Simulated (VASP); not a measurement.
Input of a VASP 6.6.1 run:

The input INCAR:

```
SYSTEM = CdSe
PREC     = Accurate       ! precision mode
ENCUT    = 520            ! plane-wave cutoff, eV
EDIFF    = 1E-7           ! SCF threshold, eV
ISMEAR   = -1             ! smearing method
SIGMA    = 0.05           ! smearing width, eV
LREAL    = .False.        ! projectors in reciprocal space
LASPH    = .True.         ! aspherical terms in the spheres
NELM     = 150            ! most SCF steps
ALGO     = Normal         ! electronic algorithm
ISIF     = 2              ! what is computed and relaxed
LWAVE    = .False.        ! write WAVECAR
LCHARG   = .False.        ! write CHGCAR
MAGMOM   = 0 0 0 0 0 0    ! initial moments
LORBIT   = 11             ! projections on sites
LSORBIT  = .True.         ! spin-orbit coupling
GGA_COMPAT= .False.      
LORBMOM  = .True.       
GGA      = PS             ! functional
NBANDS   = 30             ! bands
```

File KPOINTS:

```
regular mesh
0
Gamma
  8 8 8
  0 0 0
```

File POSCAR:

```
CdSe
1.0
    0.0000000000      2.8152893338      2.8152893338
    2.8152893338      0.0000000000      2.8152893338
    2.8152893338      2.8152893338      0.0000000000
Cd Se
1 1
Direct
    0.0000000000      0.0000000000      0.0000000000
    0.5000000000      0.5000000000      0.5000000000
```

Potentials or basis: VASP PAW PBE potentials, release 64 (Cd, Se).

Launch:

```console
$ cat potpaw_PBE.64/Cd/POTCAR potpaw_PBE.64/Se/POTCAR > POTCAR
$ mpirun -np 1 vasp_ncl > vasp.out
```

Task: Estimate the net moment.

Result: 0.00 μB per cell.

Task: Predict the pressure.

Result: 0.4 GPa.

Moments on the atoms (μB; x, y, z):
```
Cd  0.00 0.00 0.00
Se  0.00 0.00 0.00
```

Caveat: the PAW data sets were made with another functional, which shifts forces and pressure a little.
